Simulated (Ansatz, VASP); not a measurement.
**One calculation of BP, two programs**

```xyz
4
Lattice="3.0799 0.0000 0.0000 -1.5400 2.6673 0.0000 0.0000 0.0000 5.0146" Properties=species:S:1:pos:R:3 pbc="T T T"
B     0.0000    0.0000    0.0000
B     0.0000    0.0000    2.5073
P     0.0000    1.7782    1.2536
P     1.5400    0.8891    3.7609
```

Alike in both runs: task single point; functional PBE-based screened hybrid; k mesh 6 × 6 × 2; occupations fermi-dirac, width 0.02 eV; no spin polarisation.

```csv
,VASP,Ansatz
version,VASP 6.6.1,Ansatz 0.2.0
potentials or method,"VASP PAW PBE potentials, release 64 (B, P)",plane waves
plane-wave cutoff (eV),520,420
valence electrons in the cell,16,16
```

VASP gave:

```
pressure (GPa)                                                : 0.4
traceless stress, the component that is largest in VASP (GPa) : 0.69
```

Estimate Ansatz's values.

pressure (GPa): 0.7; traceless stress, the component that is largest in VASP (GPa): 0.72.

VASP's potentials were made for PBE, not for PBE-based screened hybrid. Ansatz's warnings: filled band counts differ across k points, stress exchange threshold loose, stress scf threshold loose.

The k mesh is coarse, so the values compare programs but aren't converged.
